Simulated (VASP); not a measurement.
Set up this calculation in VASP 6.6.1, as the native input.

| Property | Result |
| --- | --- |
| Task | single point |
| Functional | PBE |
| Dispersion | D3(BJ) |
| Potentials or basis | VASP PAW PBE potentials, release 64 (Se, Pt) |
| Cutoff | 520 eV |
| k mesh | 9 × 9 × 1 |
| Occupations | gaussian, width 0.05 eV |
| Spin | no spin polarisation |
| Dipole correction | yes |
| Further INCAR settings | ALGO = Normal; EDIFF = 1e-06; NBANDS = 31 |

The structure of PtSe2 lies in POSCAR:

```
PtSe2
1.0
    3.7070357730      0.0000000000      0.0000000000
   -1.8535178865      3.2103871521      0.0000000000
    0.0000000000      0.0000000000     22.7981619012
Se Pt
4 2
Direct
    0.6666666667      0.3333333333      0.1973843339
    0.3333333333      0.6666666667      0.3135814625
    0.5000000000      1.0000000000      0.4499959688
    0.1666666667      1.3333333333      0.5661930974
    0.0000000000      0.0000000000      0.2554828982
   -0.1666666667      0.6666666667      0.5080945331
```

This cell differs from its parent crystal: layers slid over each other.

The input as run:

INCAR

```
SYSTEM = PtSe2
ALGO = Normal
DIPOL = 0.5 0.5 0.382
EDIFF = 1E-6
ENCUT = 520
GGA = PE
IDIPOL = 3
ISIF = 2
ISMEAR = 0
IVDW = 12
LASPH = .True.
LCHARG = .False.
LDIPOL = .True.
LREAL = .False.
LWAVE = .False.
NBANDS = 31
NELM = 80
PREC = Accurate
SIGMA = 0.05
```

KPOINTS

```
k-points
0
Gamma
  9 9 1
  0 0 0
```

Potentials or basis: VASP PAW PBE potentials, release 64 (Se, Pt).

Run with:

```console
$ cat potpaw_PBE.64/Se/POTCAR potpaw_PBE.64/Pt/POTCAR > POTCAR
$ mpirun -np 1 vasp_std > vasp.out
```

Results of the run:

| Item | Value |
| --- | --- |
| Largest force | 0.176 eV/Å |
| Band gap on the k mesh | 0.60 eV (least direct gap 0.86 eV) |
| Dispersion energy per atom | -0.357 eV |

Caveat: the cell differs from its parent crystal (layers slid over each other); spin-orbit coupling is left out, which moves the levels of the heavy elements.

Wall time 12 min on 1 thread of Intel Xeon 8259CL, with other jobs on the host, peak memory 0.48 GiB.
